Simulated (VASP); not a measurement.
# Ca (I4/mmm) in VASP: single point with PBE

Aim: the single point of Ca with PBE.

Everything below comes from runs of VASP 6.6.1. Logs are shortened: lines on timing, memory, paths and dates and some standing lists are left out, and cuts for length are marked.

## (1) The cell of the first run

The structure is tetragonal, space group I4/mmm (No. 139). The conventional cell has a = 3.952 Å, b = 3.952 Å, c = 5.365 Å, α = 90.00°, β = 90.00°, γ = 90.00°. Within 5.1 Å of Ca (site symmetry 4/mmm) lie 12 Ca at 3.87 to 3.95 Å.

## (2) Single point, PBE (strain -0.0400 x Voigt [1, 0, 0, 0, 0, 0])

Input file INCAR:

```
PREC = Accurate ; ENCUT = 520
EDIFF = 1E-6 ; ISMEAR = 0
SIGMA = 0.15 ; LREAL = False
LASPH = True ; NELM = 100
ALGO = Normal ; ISIF = 2
LWAVE = False ; LCHARG = False
GGA = PE ; NBANDS = 11
```

Input file KPOINTS:

```
regular mesh
0
Gamma
  14 14 14
```

Input file POSCAR:

```
Ca
1.0
    0.0000000000      2.7942000000      2.7942000000
    2.6824320000      0.0000000000      2.7942000000
    2.6824320000      2.7942000000      0.0000000000
Ca
1
Direct
    0.0000000000      0.0000000000      0.0000000000
```

Potentials or basis: VASP PAW PBE potentials, release 64 (Ca_sv).

Command:

```sh
> cat potpaw_PBE.64/Ca_sv/POTCAR > POTCAR
> mpirun -np 1 vasp_std > vasp.out
```

OUTCAR:

```text
PREC = Accurate
   ENCUT = 520
   EDIFF = 1E-6
   ISMEAR = 0
   LREAL = False
   LASPH = True
   NELM = 100
   ISIF = 2
   GGA = PE

 ion  position               nearest neighbor table
   1  0.000  0.000  0.000-

  LATTYP: Found a body centered tetragonal cell.
 ALAT       =     3.9515955360
 C/A-ratio  =     1.3576450199

  Lattice vectors:

 A1 = (  -2.6824320000,   0.0000000000,  -2.7942000000)
 A2 = (  -2.6824320000,   0.0000000000,   2.7942000000)
 A3 = (   2.6824320000,   2.7942000000,   0.0000000000)

Analysis of symmetry for initial positions (statically):
=====================================================================
 Subroutine PRICEL returns:
 Original cell was already a primitive cell.

 Routine SETGRP: Setting up the symmetry group for a
 body centered tetragonal supercell.

 Subroutine GETGRP returns: Found 16 space group operations
 (whereof 16 operations were pure point group operations)
 out of a pool of 16 trial point group operations.

The static configuration has the point symmetry D_4h.

Analysis of symmetry for dynamics (positions and initial velocities):
=====================================================================
 Subroutine PRICEL returns:
 Original cell was already a primitive cell.

 Routine SETGRP: Setting up the symmetry group for a
 body centered tetragonal supercell.

 Subroutine GETGRP returns: Found 16 space group operations
 (whereof 16 operations were pure point group operations)
 out of a pool of 16 trial point group operations.

The dynamic configuration has the point symmetry D_4h.

 Subroutine INISYM returns: Found 16 space group operations
 (whereof 16 operations are pure point group operations),
 and found     1 'primitive' translations

----------------------------------------------------------------------------------------

                                     Primitive cell

  volume of cell :      41.8865

  direct lattice vectors                    reciprocal lattice vectors
     0.000000000  2.794200000  2.794200000    -0.186398015  0.178942094  0.178942094
     2.682432000  0.000000000  2.794200000     0.186398015 -0.178942094  0.178942094
     2.682432000  2.794200000  0.000000000     0.186398015  0.178942094 -0.178942094

  length of vectors
     3.951595536  3.873369989  3.873369989     0.314300439  0.314300439  0.314300439

  position of ions in fractional coordinates (direct lattice)
     0.000000000  0.000000000  0.000000000

  ion indices of the primitive-cell ions
   primitive index   ion index
                 1           1

----------------------------------------------------------------------------------------

 KPOINTS: regular mesh

Automatic generation of k-mesh.
 Grid dimensions read from file:
 generate k-points for:   14   14   14

 Generating k-lattice:

  Cartesian coordinates                     Fractional coordinates (reciprocal lattice)
    -0.013314144  0.012781578  0.012781578     0.071428571  0.000000000  0.000000000
     0.013314144 -0.012781578  0.012781578     0.000000000  0.071428571  0.000000000
     0.013314144  0.012781578 -0.012781578     0.000000000  0.000000000  0.071428571

  Length of vectors
     0.022450031  0.022450031  0.022450031

  Shift w.r.t. Gamma in fractional coordinates (k-lattice)
     0.000000000  0.000000000  0.000000000

 Subroutine IBZKPT returns following result:
 ===========================================

 Found    244 irreducible k-points:

 Following reciprocal coordinates:
            Coordinates               Weight
  0.000000  0.000000  0.000000      1.000000
  0.071429  0.000000  0.000000      8.000000
  0.142857  0.000000  0.000000      8.000000
  0.214286  0.000000  0.000000      8.000000
  0.285714  0.000000  0.000000      8.000000
  0.357143 -0.000000 -0.000000      8.000000
[... 16 lines left out ...]
  0.214286  0.142857  0.000000     16.000000
  0.285714  0.142857  0.000000     16.000000
 [... further k-points ...]
   k-points           NKPTS =    244   k-points in BZ     NKDIM =    244   number of bands    NBANDS=     11
   number of dos      NEDOS =    301   number of ions     NIONS =      1
   total plane-waves  NPLWV =  27000
   dimension x,y,z NGX =    30 NGY =   30 NGZ =   30
   dimension x,y,z NGXF=    60 NGYF=   60 NGZF=   60
   ions per type =               1
   NGX,Y,Z   is equivalent  to a cutoff of  12.62, 12.88, 12.88 a.u.
   NGXF,Y,Z  is equivalent  to a cutoff of  25.24, 25.75, 25.75 a.u.
 SYSTEM =  unknown system
   PREC   = accura    normal or accurate (medium, high low for compatibility)
   ISTART =      0    job   : 0-new  1-cont  2-samecut
   ICHARG =      2    charge: 1-file 2-atom 10-const
   ISPIN  =      1    spin polarized calculation?
   LNONCOLLINEAR =      F non collinear calculations
   LSORBIT =      F    spin-orbit coupling
   LASPH  =      T    aspherical Exc in radial PAW
   ENCUT  =  520.0 eV  38.22 Ry    6.18 a.u.   7.35  7.20  7.20*2*pi/ulx,y,z
   NELM   =    100;   NELMIN=  2; NELMDL= -5     # of ELM steps
   EDIFF  = 0.1E-05   stopping-criterion for ELM
   LREAL  =      F    real-space projection
   EDIFFG = 0.1E-04   stopping-criterion for IOM
   NSW    =      0    number of steps for IOM
   IBRION =     -1    ionic relax: 0-MD 1-quasi-New 2-CG
   NFREE  =      0    steps in history (QN), initial steepest desc. (CG)
   ISIF   =      2    stress and relaxation
   ISYM   =      2    0-nonsym 1-usesym 2-fastsym
   POTIM  = 0.5000    time-step for ionic-motion
   TEBEG  =    0.0;   TEEND  =   0.0 temperature during run
   PSTRESS=    0.0 pullay stress
   NELECT =      10.0000    total number of electrons
   NUPDOWN=      -1.0000    fix difference up-down
   EMIN   =  10.00;   EMAX   =-10.00  energy-range for DOS
   EFERMI =   0.00;   METHOD = LEGACY
   ISMEAR =     0;   SIGMA  =   0.15  broadening in eV -4-tet -1-fermi 0-gaus
   EFERMI_NEDOS =   21; number of points for ismear=-14 and -15
   IALGO  =     38    algorithm
   IMIX   =      4    mixing-type and parameters
     AMIX     =   0.40;   BMIX     =  1.00
     AMIX_MAG =   1.60;   BMIX_MAG =  1.00
  volume/ion in A,a.u.               =      41.89       282.66
  Fermi-wavevector in a.u.,A,eV,Ry     =   1.015587  1.919180 14.033267  1.031416
  Thomas-Fermi vector in A             =   2.148881
   LORBIT       =      0    0 simple, 1 ext, 2 COOP (PROOUT), +10 PAW based schemes
   GGA     = PE    functional components
   LHFCALC =     F    Hartree Fock is set to
   AEXX    =    0.0000 exact exchange contribution
   IVDW    =     0    specifies the selected vdW correction
   LEPSILON=     F    determine dielectric tensor
   LRPA    =     F    only Hartree local field effects (RPA)
 non-spin polarized calculation
 Gauss-broadening in eV      SIGMA  =   0.15
  energy-cutoff  :      520.00
  volume of cell :       41.89
 maximum number of plane-waves:      1158
 NGX is ok and might be reduce to    30
   NGX = 15   NGY = 15   NGZ = 15

 number of electron      10.0000000 magnetization

 Free energy of the ion-electron system (eV)
  ---------------------------------------------------
  ext. energy  EPLUGINS =         0.00000000
  ---------------------------------------------------
  free energy    TOTEN  =        -1.93633962 eV

  energy without entropy =       -1.92144884  energy(sigma->0) =       -1.92889423

 E-fermi :   1.9888     XC(G=0):  -7.7587

 val. band max:        1.9859542256   @ k =  -0.2143   0.4286   0.3571
 cond. band min:       1.9892438703   @ k =  -0.2857   0.3571   0.2143
 fundamental gap:      0.0032896447
 Fermi energy:         1.9887670776

 k-point     1 :       0.0000    0.0000    0.0000
  band No.  band energies     occupation
      1     -40.0098      2.00000
      2     -20.9270      2.00000
      3     -20.9270      2.00000
      4     -20.9234      2.00000
      5      -2.0492      2.00000
      6       4.2829      0.00000
      7       4.2829      0.00000
      8       4.4603      0.00000
      9       5.2949      0.00000
     10       5.5237      0.00000
     11      11.1554      0.00000

 k-point     2 :       0.0714    0.0000    0.0000
  band No.  band energies     occupation
      1     -40.0091      2.00000
      2     -20.9332      2.00000
      3     -20.9282      2.00000
      4     -20.9252      2.00000
      5      -1.9612      2.00000
      6       4.2191      0.00000
      7       4.3154      0.00000
      8       4.4630      0.00000
      9       5.2699      0.00000
     10       5.4896      0.00000
     11      11.2632      0.00000

 k-point     3 :       0.1429    0.0000    0.0000
  band No.  band energies     occupation
      1     -40.0072      2.00000
      2     -20.9530      2.00000
      3     -20.9315      2.00000
      4     -20.9276      2.00000
      5      -1.7015      2.00000
      6       3.9809      0.00000
      7       4.3840      0.00000
      8       4.5249      0.00000
      9       5.2347      0.00000
     10       5.4202      0.00000
     11      11.1032      0.00000

 k-point     4 :       0.2143    0.0000    0.0000
  band No.  band energies     occupation
      1     -40.0043      2.00000
      2     -20.9817      2.00000
      3     -20.9363      2.00000
      4     -20.9307      2.00000
      5      -1.2838      2.00000
      6       3.6211      0.00000
      7       4.4035      0.00000
      8       4.5787      0.00000
      9       5.2968      0.00000
     10       5.4112      0.00000
     11       9.9885      0.00000

 k-point     5 :       0.2857    0.0000    0.0000
  band No.  band energies     occupation
      1     -40.0012      2.00000
      2     -21.0133      2.00000
      3     -20.9416      2.00000
      4     -20.9341      2.00000
      5      -0.7322      2.00000
      6       3.1947      0.00000
      7       4.3288      0.00000
      8       4.5408      0.00000
      9       5.5129      0.00000
     10       5.5477      0.00000
     11       8.9200      0.00000
[... 211 lines left out ...]
 k-point    21 :      -0.0714    0.0714   -0.0000
  band No.  band energies     occupation
      1     -40.0080      2.00000
      2     -20.9432      2.00000
      3     -20.9321      2.00000
      4     -20.9262      2.00000
      5      -1.8128      2.00000
      6       4.1040      0.00000
      7       4.3531      0.00000
      8       4.4830      0.00000
      9       5.2471      0.00000
     10       5.4390      0.00000
     11      11.3874      0.00000

 k-point    22 :       0.1429    0.1429    0.0000
  band No.  band energies     occupation
      1     -40.0064      2.00000
      2     -20.9531      2.00000
      3     -20.9350      2.00000
      4     -20.9338      2.00000
      5      -1.5996      2.00000
      6       3.8728      0.00000
      7       4.4964      0.00000
      8       4.6311      0.00000
      9       4.8876      0.00000
     10       5.5797      0.00000
     11      11.7013      0.00000

 k-point    23 :       0.2143    0.1429    0.0000
  band No.  band energies     occupation
      1     -40.0044      2.00000
      2     -20.9710      2.00000
      3     -20.9392      2.00000
      4     -20.9383      2.00000
      5      -1.2991      2.00000
      6       3.6574      0.00000
      7       4.4947      0.00000
      8       4.6741      0.00000
      9       4.8505      0.00000
     10       5.6291      0.00000
     11      10.9981      0.00000

 k-point    24 :       0.2857    0.1429    0.0000
  band No.  band energies     occupation
      1     -40.0017      2.00000
      2     -20.9960      2.00000
      3     -20.9447      2.00000
      4     -20.9428      2.00000
      5      -0.8502      2.00000
      6       3.3744      0.00000
      7       4.2436      0.00000
      8       4.7085      0.00000
      9       5.0967      0.00000
     10       5.7332      0.00000
     11       9.7942      0.00000

 [... further k-points ...]
[... 5 lines left out ...]
  --------------------------------------------------------------------------------------
  -------------------------------------------------------------------------------------
  Total        0.0754665      0.0104097      0.0104097      0.0000000      0.0000000     -0.0000000
  in kB        2.8866295      0.3981754      0.3981754      0.0000000      0.0000000     -0.0000000
  external PRESSURE =       1.2276601 kB  Pullay stress =       0.0000000 kB

 VOLUME and BASIS-vectors are now :
 -----------------------------------------------------------------------------
  energy-cutoff  :      520.00
  volume of cell :       41.89
      direct lattice vectors                 reciprocal lattice vectors
     0.000000000  2.794200000  2.794200000    -0.186398015  0.178942094  0.178942094
     2.682432000  0.000000000  2.794200000     0.186398015 -0.178942094  0.178942094
     2.682432000  2.794200000  0.000000000     0.186398015  0.178942094 -0.178942094

 POSITION                                       TOTAL-FORCE (eV/Angst)
 -----------------------------------------------------------------------------------
      0.00000      0.00000      0.00000         0.000000      0.000000     -0.000000
 -----------------------------------------------------------------------------------
    total drift:                               -0.000000     -0.000000     -0.000000

  FREE ENERGIE OF THE ION-ELECTRON SYSTEM (eV)
  ---------------------------------------------------
  free  energy   TOTEN  =        -1.9363396230 eV

  energy  without entropy=       -1.9214488392  energy(sigma->0) =       -1.92889423
```

It took 66 s on 1 thread of AMD EPYC 9R45 (Zen 5), shared host; peak memory 0.21 GiB.

Results:

```
Free energy            : -1.9363 eV
Pressure               : 0.1 GPa
Band gap on the k mesh : zero (band 5 reaches 2.15 eV, above the bottom of band 6 at 1.84 eV)
```

Stress tensor (GPa, compression positive):
```
0.29 0.00 0.00
0.00 0.04 0.00
0.00 0.00 0.04
```

Caveat: the cell differs from its parent crystal (strain -0.0400 x Voigt [1, 0, 0, 0, 0, 0]).
